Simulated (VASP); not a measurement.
Input of a VASP 6.6.1 run:

INCAR

```
PREC = Accurate
ENCUT = 520
EDIFF = 1E-6
ISMEAR = -1
SIGMA = 0.1
LREAL = False
LASPH = True
NELM = 80
ALGO = Normal
ISIF = 2
LWAVE = False
LCHARG = False
GGA = PS
NBANDS = 12
```

The input KPOINTS:

```
regular mesh
0
Gamma
  7 7 7
```

The input POSCAR:

```
Sc
1.0
    2.9190475779      0.0000000000      0.0000000000
    0.0000000000      2.9190475779      0.0000000000
    0.0000000000      0.0000000000      2.9190475779
Sc
1
Direct
    0.0000000000      0.0000000000      0.0000000000
```

Potentials or basis: VASP PAW PBE potentials, release 64 (Sc_sv).

The run is started by

```bash
$ cat potpaw_PBE.64/Sc_sv/POTCAR > POTCAR
$ mpirun -np 1 vasp_std > vasp.out
```

Task: Predict the pressure.

Result: 0.0 GPa.

Caveat: the PAW data sets were made with another functional, which shifts forces and pressure a little.
